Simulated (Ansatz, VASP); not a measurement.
One calculation of GaSb, two programs

```
CELL_PARAMETERS angstrom
0.00000 3.06588 3.06588
3.06588 0.00000 3.06588
3.06588 3.06588 0.00000
ATOMIC_POSITIONS crystal
Ga 0.00000 0.00000 0.00000
Sb 0.25000 0.25000 0.25000
```

Alike in both runs: task single point; functional r2SCAN; k mesh 6 × 6 × 6; occupations fermi-dirac, width 0.001 eV; no spin polarisation.

|  | VASP | Ansatz |
| --- | --- | --- |
| version | VASP 6.6.1 | Ansatz 0.2.0 |
| potentials or method | VASP PAW PBE potentials, release 64 (Ga_d, Sb) | plane waves |
| plane-wave cutoff (eV) | 550 | 500 |
| valence electrons in the cell | 18 | 28 |

|  | VASP | Ansatz | Ansatz less VASP |
| --- | --- | --- | --- |
| gap on the k mesh at the Fermi level (eV) | 0.40 | 0.41 | +0.016 |
| pressure (GPa) | 0.1 | 0.0 | -0.07 |

VASP's potentials were made for PBE, not for r2SCAN. VASP's potentials hold 18 valence electrons a cell and Ansatz's 28, so a difference there can come from the potentials and not from the codes.

Neither program's run includes spin-orbit coupling.
